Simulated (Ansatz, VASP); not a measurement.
**TiTe2: VASP beside Ansatz**

Contents of INCAR:

```
PREC     = Accurate       # precision mode
ENCUT    = 600            # plane-wave cutoff, eV
EDIFF    = 1E-6           # SCF threshold, eV
ISMEAR   = -1             # smearing method
SIGMA    = 0.15           # smearing width, eV
LREAL    = F              # projectors in reciprocal space
LASPH    = T              # aspherical terms in the spheres
NELM     = 60             # most SCF steps
ALGO     = Fast           # electronic algorithm
ISIF     = 3              # what is computed and relaxed
LWAVE    = F              # write WAVECAR
LCHARG   = F              # write CHGCAR
GGA      = PE             # functional
IVDW     = 13             # dispersion correction
IBRION   = 2              # ionic algorithm
NSW      = 80             # ionic steps
EDIFFG   = -0.001         # ionic threshold
```

File KPOINTS:

```
regular mesh
0
Gamma
  15 15 8
```

POSCAR

```
TiTe2
1.0
    3.7191090630      0.0000000000      0.0000000000
   -1.8595545315      3.2208429280      0.0000000000
    0.0000000000      0.0000000000      6.4439226125
Ti Te
1 2
Direct
    0.0000000000      0.0000000000      0.0000000000
    0.6666666667      0.3333333333      0.2678266110
    0.3333333333      0.6666666667      0.7321733890
```

Input for Ansatz:

```yaml
crystal:
  lattice:
    - [3.719109063, 0.0, 0.0]
    - [-1.8595545315, 3.220842928, 0.0]
    - [0.0, 0.0, 6.4439226125]
  atoms:
    - { symbol: Ti, position: [0.0, 0.0, 0.0] }
    - { symbol: Te, position: [0.6666666667, 0.3333333333, 0.267826611] }
    - { symbol: Te, position: [0.3333333333, 0.6666666667, 0.732173389] }
basis:
  ecutwfc: 420
kpoints:
  mp_grid: { grid: [15, 15, 8] }
hamiltonian:
  xc: pbe
  dispersion: d4
scf:
  occupations: { method: fermi_dirac, width: 0.15 }
output:
  forces: true
  stress: true
  eigenvalues: true
relax:
  adjacent_minimum: "off"
  f_tol: 0.001
  max_steps: 60
  cell: { stress_tol: 0.01 }
```

Alike in both runs: task relaxation of cell and atoms; functional PBE; dispersion D4; k mesh 15 × 15 × 8; occupations fermi-dirac, width 0.15 eV; no spin polarisation.

|  | VASP | Ansatz |
| --- | --- | --- |
| version | VASP 6.6.1 | Ansatz 0.2.0 |
| potentials or method | VASP PAW PBE potentials, release 64 (Ti_sv, Te), cutoff 600 eV | scalar-relativistic, plane waves, PAW |
| valence electrons in the cell | 24 | 44 |

```csv
,VASP,Ansatz,Ansatz less VASP
"gap on the k mesh at the Fermi level, each at its own relaxed structure (eV)",none,none,-
relaxed volume (Å³/atom),25.71,25.75,+0.045
relaxed length of the cell vector where the two differ most in proportion (Å),6.441,6.449,+0.0073
```

A gap of «none» marks a metal or a gap that the smearing closes. VASP's potentials hold 24 valence electrons a cell and Ansatz's 44, so a difference there can come from the potentials and not from the codes.

Spin-orbit coupling is off throughout.
